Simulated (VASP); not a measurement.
Set up this calculation in VASP 6.6.1, as the native input.

```
Task                   : single point
Functional             : PBE
Potentials or basis    : VASP PAW PBE potentials, release 64 (Re)
Cutoff                 : 520 eV
k mesh                 : 13 × 7 × 16
Occupations            : gaussian, width 0.1 eV
Spin                   : no spin polarisation
Dipole correction      : no
Further INCAR settings : ALGO = Fast; EDIFF = 1e-06; NBANDS = 14; ISYM = 0
```

The structure of Re lies in POSCAR:

```
Re
1.0
    2.7748915361      0.0000000000      0.0000000000
   -1.3874457681      5.0874798250      0.0000000000
    1.3874457681      1.1351430328      2.1181283184
Re
2
Direct
    0.5833333333      0.2500000000      0.0833333333
    0.4166666667      0.7500000000      0.9166666667
```

One way to write it, as run:

INCAR

```
SYSTEM = Re
ALGO     = Fast           ! electronic algorithm
EDIFF    = 1E-6           ! SCF threshold, eV
ENCUT    = 520            ! plane-wave cutoff, eV
GGA      = PE             ! functional
ISIF     = 2              ! what is computed and relaxed
ISMEAR   = 0              ! smearing method
ISYM     = 0            
LASPH    = .True.         ! aspherical terms in the spheres
LCHARG   = .False.        ! write CHGCAR
LREAL    = .False.        ! projectors in reciprocal space
LWAVE    = .False.        ! write WAVECAR
NBANDS   = 14             ! bands
NELM     = 100            ! most SCF steps
PREC     = Accurate       ! precision mode
SIGMA    = 0.1            ! smearing width, eV
```

KPOINTS

```
k-points
0
Gamma
  13 7 16
  0 0 0
```

Potentials or basis: VASP PAW PBE potentials, release 64 (Re).

Launch:

```bash
$ cat potpaw_PBE.64/Re/POTCAR > POTCAR
$ mpirun -np 1 vasp_std > vasp.out
```

It gave:

| Quantity | Value |
| --- | --- |
| Pressure | -0.6 GPa |
| Largest force | 0.014 eV/Å |
| Band gap on the k mesh | zero (bands 7 and 8 overlap by 3.15 eV) |

Caveat: spin-orbit coupling is left out, which moves the levels of the heavy elements.

Run time: 6.4 min on 1 thread of Intel(R) Xeon(R) Platinum 8259CL CPU @ 2.50GHz (Skylake/Cascade Lake) (shared host), peak memory 0.39 GiB.
